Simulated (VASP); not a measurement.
# AlN (F-43m) in VASP: notebook

The runs below take AlN through single point, relaxation of cell and atoms, with PBEsol.

All numbers are computed with VASP 6.6.1; they aren't measurements. Logs are shortened: lines on timing, memory, paths and dates and some standing lists are left out, and cuts for length are marked.

## 1. The cell of the first run

It takes space group F-43m (No. 216, cubic). Conventional cell: a = 4.206 Å, b = 4.206 Å, c = 4.206 Å, α = 90.00°, β = 90.00°, γ = 90.00°. Within 2.4 Å of Al (site symmetry -43m) lie 4 N at 1.82 Å. N (site symmetry -43m) has 4 Al at 1.82 Å within 2.4 Å.

## 2. Single point, PBEsol

Input file INCAR:

```
PREC = Accurate ; ENCUT = 520
EDIFF = 1E-7 ; ISMEAR = -1
SIGMA = 0.05 ; LREAL = False
LASPH = True ; NELM = 100
ALGO = Normal ; ISIF = 2
LWAVE = False ; LCHARG = False
GGA = PS ; NBANDS = 11
```

Input file KPOINTS:

```
regular mesh
0
Gamma
  10 10 10
```

Input file POSCAR:

```
AlN
1.0
    0.0000000000      2.1032446754      2.1032446754
    2.1032446754      0.0000000000      2.1032446754
    2.1032446754      2.1032446754      0.0000000000
Al N
1 1
Direct
    0.0000000000      0.0000000000      0.0000000000
    0.2500000000      0.2500000000      0.2500000000
```

Potentials or basis: VASP PAW PBE potentials, release 64 (Al, N).

Launch:

```bash
cat potpaw_PBE.64/Al/POTCAR potpaw_PBE.64/N/POTCAR > POTCAR
mpirun -np 1 vasp_std > vasp.out
```

OUTCAR:

```text
PREC = Accurate
   ENCUT = 520
   EDIFF = 1E-7
   ISMEAR = -1
   LREAL = False
   LASPH = True
   NELM = 100
   ISIF = 2
   GGA = PS

 ion  position               nearest neighbor table
   1  0.000  0.000  0.000-   2 1.82   2 1.82   2 1.82   2 1.82
   2  0.250  0.250  0.250-   1 1.82   1 1.82   1 1.82   1 1.82

  LATTYP: Found a face centered cubic cell.
 ALAT       =     4.2064893508

  Lattice vectors:

 A1 = (   0.0000000000,   2.1032446754,   2.1032446754)
 A2 = (   2.1032446754,   0.0000000000,   2.1032446754)
 A3 = (   2.1032446754,   2.1032446754,   0.0000000000)

Analysis of symmetry for initial positions (statically):
=====================================================================
 Subroutine PRICEL returns:
 Original cell was already a primitive cell.

 Routine SETGRP: Setting up the symmetry group for a
 face centered cubic supercell.

 Subroutine GETGRP returns: Found 24 space group operations
 (whereof 24 operations were pure point group operations)
 out of a pool of 48 trial point group operations.

The static configuration has the point symmetry T_d .

Analysis of symmetry for dynamics (positions and initial velocities):
=====================================================================
 Subroutine PRICEL returns:
 Original cell was already a primitive cell.

 Routine SETGRP: Setting up the symmetry group for a
 face centered cubic supercell.

 Subroutine GETGRP returns: Found 24 space group operations
 (whereof 24 operations were pure point group operations)
 out of a pool of 48 trial point group operations.

The dynamic configuration has the point symmetry T_d .

 Subroutine INISYM returns: Found 24 space group operations
 (whereof 24 operations are pure point group operations),
 and found     1 'primitive' translations

----------------------------------------------------------------------------------------

                                     Primitive cell

  volume of cell :      18.6080

  direct lattice vectors                    reciprocal lattice vectors
     0.000000000  2.103244675  2.103244675    -0.237727929  0.237727929  0.237727929
     2.103244675  0.000000000  2.103244675     0.237727929 -0.237727929  0.237727929
     2.103244675  2.103244675  0.000000000     0.237727929  0.237727929 -0.237727929

  length of vectors
     2.974437145  2.974437145  2.974437145     0.411756851  0.411756851  0.411756851

  position of ions in fractional coordinates (direct lattice)
     0.000000000  0.000000000  0.000000000
     0.250000000  0.250000000  0.250000000

  ion indices of the primitive-cell ions
   primitive index   ion index
                 1           1
                 2           2

----------------------------------------------------------------------------------------

 KPOINTS: regular mesh

Automatic generation of k-mesh.
 Grid dimensions read from file:
 generate k-points for:   10   10   10

 Generating k-lattice:

  Cartesian coordinates                     Fractional coordinates (reciprocal lattice)
    -0.023772793  0.023772793  0.023772793     0.100000000  0.000000000  0.000000000
     0.023772793 -0.023772793  0.023772793     0.000000000  0.100000000  0.000000000
     0.023772793  0.023772793 -0.023772793     0.000000000  0.000000000  0.100000000

  Length of vectors
     0.041175685  0.041175685  0.041175685

  Shift w.r.t. Gamma in fractional coordinates (k-lattice)
     0.000000000  0.000000000  0.000000000

 Subroutine IBZKPT returns following result:
 ===========================================

 Found     47 irreducible k-points:

 Following reciprocal coordinates:
            Coordinates               Weight
  0.000000  0.000000  0.000000      1.000000
  0.100000  0.000000  0.000000      8.000000
  0.200000  0.000000  0.000000      8.000000
  0.300000  0.000000  0.000000      8.000000
  0.400000  0.000000  0.000000      8.000000
  0.500000  0.000000  0.000000      4.000000
[... 16 lines left out ...]
  0.300000  0.300000  0.000000      6.000000
  0.400000  0.300000  0.000000     24.000000
 [... further k-points ...]
   k-points           NKPTS =     47   k-points in BZ     NKDIM =     47   number of bands    NBANDS=     11
   number of dos      NEDOS =    301   number of ions     NIONS =      2
   total plane-waves  NPLWV =  13824
   dimension x,y,z NGX =    24 NGY =   24 NGZ =   24
   dimension x,y,z NGXF=    48 NGYF=   48 NGZF=   48
   ions per type =               1   1
   NGX,Y,Z   is equivalent  to a cutoff of  13.41, 13.41, 13.41 a.u.
   NGXF,Y,Z  is equivalent  to a cutoff of  26.83, 26.83, 26.83 a.u.
 SYSTEM =  unknown system
   PREC   = accura    normal or accurate (medium, high low for compatibility)
   ISTART =      0    job   : 0-new  1-cont  2-samecut
   ICHARG =      2    charge: 1-file 2-atom 10-const
   ISPIN  =      1    spin polarized calculation?
   LNONCOLLINEAR =      F non collinear calculations
   LSORBIT =      F    spin-orbit coupling
   LASPH  =      T    aspherical Exc in radial PAW
   ENCUT  =  520.0 eV  38.22 Ry    6.18 a.u.   5.53  5.53  5.53*2*pi/ulx,y,z
   NELM   =    100;   NELMIN=  2; NELMDL= -5     # of ELM steps
   EDIFF  = 0.1E-06   stopping-criterion for ELM
   LREAL  =      F    real-space projection
   EDIFFG = 0.1E-05   stopping-criterion for IOM
   NSW    =      0    number of steps for IOM
   IBRION =     -1    ionic relax: 0-MD 1-quasi-New 2-CG
   NFREE  =      0    steps in history (QN), initial steepest desc. (CG)
   ISIF   =      2    stress and relaxation
   ISYM   =      2    0-nonsym 1-usesym 2-fastsym
   POTIM  = 0.5000    time-step for ionic-motion
   TEBEG  =    0.0;   TEEND  =   0.0 temperature during run
   PSTRESS=    0.0 pullay stress
   NELECT =       8.0000    total number of electrons
   NUPDOWN=      -1.0000    fix difference up-down
   EMIN   =  10.00;   EMAX   =-10.00  energy-range for DOS
   EFERMI =   0.00;   METHOD = LEGACY
   ISMEAR =    -1;   SIGMA  =   0.05  broadening in eV -4-tet -1-fermi 0-gaus
   EFERMI_NEDOS =   21; number of points for ismear=-14 and -15
   IALGO  =     38    algorithm
   IMIX   =      4    mixing-type and parameters
     AMIX     =   0.40;   BMIX     =  1.00
     AMIX_MAG =   1.60;   BMIX_MAG =  1.00
  volume/ion in A,a.u.               =       9.30        62.79
  Fermi-wavevector in a.u.,A,eV,Ry     =   1.235582  2.334912 20.771521  1.526664
  Thomas-Fermi vector in A             =   2.370226
   LORBIT       =      0    0 simple, 1 ext, 2 COOP (PROOUT), +10 PAW based schemes
   GGA     = PS    functional components
   LHFCALC =     F    Hartree Fock is set to
   AEXX    =    0.0000 exact exchange contribution
   IVDW    =     0    specifies the selected vdW correction
   LEPSILON=     F    determine dielectric tensor
   LRPA    =     F    only Hartree local field effects (RPA)
 non-spin polarized calculation
  energy-cutoff  :      520.00
  volume of cell :       18.61
 maximum number of plane-waves:       531
 NGX is ok and might be reduce to    24
   NGX = 11   NGY = 11   NGZ = 11

 number of electron       8.0000000 magnetization

 Free energy of the ion-electron system (eV)
  ---------------------------------------------------
  ext. energy  EPLUGINS =         0.00000000
  ---------------------------------------------------
  free energy    TOTEN  =       -15.40609386 eV

  energy without entropy =      -15.40609386  energy(sigma->0) =      -15.40609386

 E-fermi :   8.0388     XC(G=0): -11.6335

 val. band max:        6.9960117715   @ k =   0.0000   0.0000   0.0000
 cond. band min:      10.2267853379   @ k =   0.5000   0.5000   0.0000
 fundamental gap:      3.2307735664
 Fermi energy:         8.0388181447

 k-point     1 :       0.0000    0.0000    0.0000
  band No.  band energies     occupation
      1      -8.6502      2.00000
      2       6.9960      2.00000
      3       6.9960      2.00000
      4       6.9960      2.00000
      5      12.1639      0.00000
      6      20.6154      0.00000
      7      20.6154      0.00000
      8      20.6154      0.00000
      9      25.5042      0.00000
     10      25.5042      0.00000
     11      27.0992      0.00000

 k-point     2 :       0.1000    0.0000    0.0000
  band No.  band energies     occupation
      1      -8.4817      2.00000
      2       6.1704      2.00000
      3       6.9434      2.00000
      4       6.9434      2.00000
      5      12.7985      0.00000
      6      20.2153      0.00000
      7      20.7625      0.00000
      8      20.7625      0.00000
      9      24.1457      0.00000
     10      24.1457      0.00000
     11      26.2419      0.00000

 k-point     3 :       0.2000    0.0000    0.0000
  band No.  band energies     occupation
      1      -7.9991      2.00000
      2       4.4578      2.00000
      3       6.8120      2.00000
      4       6.8120      2.00000
      5      13.9072      0.00000
      6      19.3636      0.00000
      7      20.5665      0.00000
      8      20.5665      0.00000
      9      23.6826      0.00000
     10      23.6826      0.00000
     11      25.4206      0.00000

 k-point     4 :       0.3000    0.0000    0.0000
  band No.  band energies     occupation
      1      -7.2867      2.00000
      2       2.6423      2.00000
      3       6.6611      2.00000
      4       6.6611      2.00000
      5      14.7370      0.00000
      6      18.4969      0.00000
      7      19.6949      0.00000
      8      19.6949      0.00000
      9      24.9834      0.00000
     10      24.9834      0.00000
     11      25.4036      0.00000
[... 239 lines left out ...]
 k-point    22 :      -0.2000    0.2000    0.0000
  band No.  band energies     occupation
      1      -7.0531      2.00000
      2       2.9949      2.00000
      3       5.1631      2.00000
      4       6.7492      2.00000
      5      15.3231      0.00000
      6      17.7020      0.00000
      7      19.4593      0.00000
      8      20.1966      0.00000
      9      22.8977      0.00000
     10      26.8051      0.00000
     11      29.5824      0.00000

 k-point    23 :       0.3000    0.3000    0.0000
  band No.  band energies     occupation
      1      -6.8472      2.00000
      2       3.3026      2.00000
      3       5.6627      2.00000
      4       5.6627      2.00000
      5      12.5672      0.00000
      6      17.3004      0.00000
      7      20.1658      0.00000
      8      22.7271      0.00000
      9      22.7271      0.00000
     10      28.4208      0.00000
     11      32.6001      0.00000

 k-point    24 :       0.4000    0.3000    0.0000
  band No.  band energies     occupation
      1      -6.2880      2.00000
      2       2.5746      2.00000
      3       5.1575      2.00000
      4       5.4893      2.00000
      5      12.0348      0.00000
      6      17.1294      0.00000
      7      20.6450      0.00000
      8      22.7520      0.00000
      9      23.3627      0.00000
     10      29.5268      0.00000
     11      32.3810      0.00000

 [... further k-points ...]

------------------------ aborting loop because EDIFF is reached ----------------------------------------

  FORCE on cell =-STRESS in cart. coord.  units (eV):
  Direction    XX          YY          ZZ          XY          YZ          ZX
  --------------------------------------------------------------------------------------
  -------------------------------------------------------------------------------------
  Total        3.5394619      3.5394619      3.5394619      0.0000000      0.0000000      0.0000000
  in kB      304.7533140    304.7533140    304.7533140      0.0000000      0.0000000      0.0000000
  external PRESSURE =     304.7533140 kB  Pullay stress =       0.0000000 kB

 VOLUME and BASIS-vectors are now :
 -----------------------------------------------------------------------------
  energy-cutoff  :      520.00
  volume of cell :       18.61
      direct lattice vectors                 reciprocal lattice vectors
     0.000000000  2.103244675  2.103244675    -0.237727929  0.237727929  0.237727929
     2.103244675  0.000000000  2.103244675     0.237727929 -0.237727929  0.237727929
     2.103244675  2.103244675  0.000000000     0.237727929  0.237727929 -0.237727929

 POSITION                                       TOTAL-FORCE (eV/Angst)
 -----------------------------------------------------------------------------------
      0.00000      0.00000      0.00000        -0.000000     -0.000000      0.000000
      1.05162      1.05162      1.05162         0.000000      0.000000     -0.000000
 -----------------------------------------------------------------------------------
    total drift:                                0.000000      0.000000      0.000000

  FREE ENERGIE OF THE ION-ELECTRON SYSTEM (eV)
  ---------------------------------------------------
  free  energy   TOTEN  =       -15.4060938594 eV

  energy  without entropy=      -15.4060938593  energy(sigma->0) =      -15.40609386
```

Wall time 6.3 s (1 thread of Intel Xeon Platinum 8559C (Emerald Rapids), shared host); peak memory 0.13 GiB.

Results:

| Item | Value |
| --- | --- |
| Free energy | -15.4061 eV |
| Pressure | 30.5 GPa |
| Band gap on the k mesh | 3.23 eV, indirect (least direct gap 5.14 eV) |

Caveat: the PAW data sets were made with another functional, which shifts forces and pressure a little.

## 3. Single point, PBEsol

This run uses another cell than the first one, of 10.23 Å³/atom, 1.100 times its volume.

Input file INCAR:

```
PREC = Accurate
ENCUT = 520
EDIFF = 1E-7
ISMEAR = -1
SIGMA = 0.05
LREAL = False
LASPH = True
NELM = 100
ALGO = Normal
ISIF = 2
LWAVE = False
LCHARG = False
GGA = PS
NBANDS = 11
```

KPOINTS is that of step 2.

Input file POSCAR:

```
AlN
1.0
    0.0000000000      2.1708347213      2.1708347213
    2.1708347213      0.0000000000      2.1708347213
    2.1708347213      2.1708347213      0.0000000000
Al N
1 1
Direct
    0.0000000000      0.0000000000      0.0000000000
    0.2500000000      0.2500000000      0.2500000000
```

Potentials or basis: VASP PAW PBE potentials, release 64 (Al, N).

Launch:

```bash
cat potpaw_PBE.64/Al/POTCAR potpaw_PBE.64/N/POTCAR > POTCAR
mpirun -np 1 vasp_std > vasp.out
```

Run time: 6.3 s. Hardware: 1 thread of Intel Xeon Platinum 8559C (Emerald Rapids), shared host; peak memory 0.13 GiB.

It converged, with:

| Property | Result |
| --- | --- |
| Free energy | -15.6029 eV |
| Pressure | 5.2 GPa |
| Band gap on the k mesh | 3.19 eV, indirect (least direct gap 4.29 eV) |

Levels at points of the mesh, in eV from the valence-band top:
```tsv
k point	band 1	band 2	band 3	band 4	band 5	band 6	band 7	band 8
(0.00, 0.00, 0.00)	-15.06	0.00	0.00	0.00	4.29	12.65	12.65	12.65
(0.50, 0.00, 0.00)	-12.93	-5.99	-0.48	-0.48	7.45	9.89	11.15	11.15
(0.50, 0.50, 0.00)	-12.26	-5.00	-1.81	-1.81	3.19	8.59	14.12	15.85
```

Caveat: the PAW data sets were made with another functional, which shifts forces and pressure a little. A k mesh can miss the band edges.

## 4. Single point, PBEsol

This run uses another cell than the first one, of 10.01 Å³/atom, 1.076 times its volume.

Input file INCAR:

```
SYSTEM = AlN
ALGO     = Normal         ! electronic algorithm
EDIFF    = 1E-6           ! SCF threshold, eV
ENCUT    = 520            ! plane-wave cutoff, eV
GGA      = PS             ! functional
ISIF     = 2              ! what is computed and relaxed
ISMEAR   = -1             ! smearing method
LASPH    = .True.         ! aspherical terms in the spheres
LCHARG   = .True.         ! write CHGCAR
LELF     = .True.         ! ELF
LREAL    = .False.        ! projectors in reciprocal space
LVHAR    = .True.       
LWAVE    = .False.        ! write WAVECAR
NBANDS   = 11             ! bands
NELM     = 60             ! most SCF steps
PREC     = Accurate       ! precision mode
SIGMA    = 0.05           ! smearing width, eV
```

Input file KPOINTS:

```
k-points
0
Gamma
  10 10 10
  0 0 0
```

Input file POSCAR:

```
AlN
1.0
    0.0000000000      2.1552385096      2.1552385096
    2.1552385096      0.0000000000      2.1552385096
    2.1552385096      2.1552385096      0.0000000000
Al N
1 1
Direct
    0.0000000000      0.0000000000      0.0000000000
    0.2500000000      0.2500000000      0.2500000000
```

Launch:

```bash
cat potpaw_PBE.64/Al/POTCAR potpaw_PBE.64/N/POTCAR > POTCAR
mpirun -np 1 vasp_std > vasp.out
```

Wall time 5.7 s (1 thread of Intel Xeon Platinum 8559C (Emerald Rapids), shared host); peak memory 0.13 GiB.

Results (log left out):

```
Free energy            : -15.5816 eV
Pressure               : 10.2 GPa
Band gap on the k mesh : 3.20 eV, indirect (least direct gap 4.49 eV)
```

Levels at points of the mesh, in eV from the valence-band top:
```tsv
k point	band 1	band 2	band 3	band 4	band 5	band 6	band 7	band 8	band 9
(0.00, 0.00, 0.00)	-15.19	0.00	0.00	0.00	4.49	12.86	12.86	12.86	17.91
(0.50, 0.00, 0.00)	-12.99	-6.08	-0.49	-0.49	7.65	10.04	11.28	11.28	18.37
(0.50, 0.50, 0.00)	-12.30	-5.07	-1.83	-1.83	3.20	8.72	14.43	16.12	16.12
```

Caveat: the PAW data sets were made with another functional, which shifts forces and pressure a little. A k mesh can miss the band edges.

[end of part 1 of 2]
